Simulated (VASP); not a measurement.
A run of VASP 6.6.1:

File INCAR:

```
SYSTEM = Al2SiO
  PREC = Accurate
  ENCUT = 520
  EDIFF = 1E-7
  ISMEAR = 0
  SIGMA = 0.1
  LREAL = .FALSE.
  LASPH = .TRUE.
  NELM = 150
  ALGO = Normal
  ISIF = 2
  LWAVE = .FALSE.
  LCHARG = .FALSE.
  ISPIN = 2
  MAGMOM = 0 0 0 1
  LORBIT = 11
  GGA = PE
  NBANDS = 20
```

KPOINTS

```
Automatic mesh
0
G
  6 6 4
  0 0 0
```

Contents of POSCAR:

```
Al2SiO
1.0
    3.3096170300      0.0000000000      0.0000000000
    0.0000000000      3.3096170300      0.0000000000
    0.0000000000      0.0000000000      4.8308597200
Al Si O
2 1 1
Direct
    0.5000000000      0.5000000000      0.6865026500
    0.5000000000      0.5000000000      0.3134973500
    0.5000000000      0.5000000000      0.0000000000
    0.0000000000      0.0000000000      0.5000000000
```

Potentials or basis: VASP PAW PBE potentials, release 64 (Al, Si, O).

Command:

```console
$ cat potpaw_PBE.64/Al/POTCAR potpaw_PBE.64/Si/POTCAR potpaw_PBE.64/O/POTCAR > POTCAR
$ mpirun -np 1 vasp_std > vasp.out
```

Hardware: 1 thread of Intel(R) Xeon(R) 6975P-C (Granite Rapids), with other jobs on the host.

Problem. Estimate the wall time of this run.

Solution. It took 28 s on 1 thread of Intel(R) Xeon(R) 6975P-C (Granite Rapids), with other jobs on the host, peak memory 0.21 GiB. Counts: scf iterations 16, k points 30.
